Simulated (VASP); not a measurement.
Set up this calculation in VASP 6.6.1, as the native input.

```
Task                   : single point
Functional             : r2SCAN
Potentials or basis    : VASP PAW PBE potentials, release 64 (Ti_sv, Al)
Cutoff                 : 520 eV
k mesh                 : 18 × 18 × 10
Occupations            : gaussian, width 0.15 eV
Spin                   : no spin polarisation
Dipole correction      : no
Further INCAR settings : ALGO = Normal; EDIFF = 1e-06; NBANDS = 14
```

TiAl:

```xyz
2
Lattice="2.9174 0.0000 0.0000 -1.4587 2.4831 0.0000 0.0000 0.0000 4.6781" Properties=species:S:1:pos:R:3 pbc="T T T"
Ti    0.0000    0.0000    0.0000
Al    0.0000    1.6554    2.3390
```

This cell differs from its parent crystal: strain +0.0175 x Voigt [1, 0, 0, 0, 0, 0].

These files were run (other wordings do the same):

POSCAR

```
TiAl
1.0
    2.9174393218      0.0000000000      0.0000000000
   -1.4587196609      2.4831219328      0.0000000000
    0.0000000000      0.0000000000      4.6780830000
Ti Al
1 1
Direct
    0.0000000000      0.0000000000      0.0000000000
    0.3333333333      0.6666666667      0.5000000000
```

INCAR.step1

```
SYSTEM = TiAl
  PREC = Accurate
  ENCUT = 520
  ISMEAR = 0
  SIGMA = 0.15
  LREAL = .FALSE.
  LASPH = .TRUE.
  NELM = 80
  NBANDS = 14
  GGA = PE
  ALGO = Normal
  EDIFF = 1E-4
  LWAVE = .TRUE.
  LCHARG = .FALSE.
```

INCAR.step2

```
SYSTEM = TiAl
  PREC = Accurate
  ENCUT = 520
  EDIFF = 1E-6
  ISMEAR = 0
  SIGMA = 0.15
  LREAL = .FALSE.
  LASPH = .TRUE.
  NELM = 80
  ALGO = Normal
  ISIF = 2
  LWAVE = .FALSE.
  LCHARG = .TRUE.
  METAGGA = R2SCAN
  LMIXTAU = .TRUE.
  LELF = .TRUE.
  LVHAR = .TRUE.
  NBANDS = 14
  ISTART = 1
```

KPOINTS

```
regular mesh
0
G
  18 18 10
  0 0 0
```

Potentials or basis: VASP PAW PBE potentials, release 64 (Ti_sv, Al).

Launch:

```console
$ cat potpaw_PBE.64/Ti_sv/POTCAR potpaw_PBE.64/Al/POTCAR > POTCAR
$ cp INCAR.step1 INCAR
$ mpirun -np 1 vasp_std > vasp.out
$ cp INCAR.step2 INCAR
$ mpirun -np 1 vasp_std > vasp.out
```

Results of the run:

```yaml
Pressure: -2.8 GPa
Largest_force: 0.059 eV/Å
```

Caveat: the cell differs from its parent crystal (strain +0.0175 x Voigt [1, 0, 0, 0, 0, 0]); the PAW data sets were made with another functional, which shifts forces and pressure a little.

It took 9.3 min on 1 thread of Intel(R) Xeon(R) Platinum 8488C (Sapphire Rapids), on a shared host, peak memory 0.38 GiB.
